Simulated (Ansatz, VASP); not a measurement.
# One calculation of Si2O, two programs

```xyz
3
Lattice="0.0000 2.4878 3.9702 2.4025 0.0000 3.9702 2.4025 2.4878 0.0000" Properties=species:S:1:pos:R:3 pbc="T T T"
Si    2.4025    2.4878    1.6552
Si    2.4025    2.4878    6.2853
O     0.0000    0.0000    0.0000
```

Alike in both runs: task relaxation of cell and atoms; functional PBE; k mesh 14 × 14 × 14; occupations gaussian, width 0.1 eV; no spin polarisation.

|  | VASP | Ansatz |
| --- | --- | --- |
| version | VASP 6.6.1 | Ansatz 0.2.0 |
| potentials or method | VASP PAW PBE potentials, release 64 (Si, O), cutoff 600 eV | scalar-relativistic, plane waves, PAW |
| valence electrons in the cell | 14 | 14 |

|  | VASP | Ansatz | Ansatz less VASP |
| --- | --- | --- | --- |
| gap on the k mesh at the Fermi level, each at its own relaxed structure (eV) | none | none | - |
| relaxed volume (Å³/atom) | 15.78 | 15.83 | +0.041 |
| relaxed cell length with the largest relative difference (Å) | 3.452 | 3.457 | +0.0048 |

A gap of «none» marks a metal or a gap that the smearing closes.
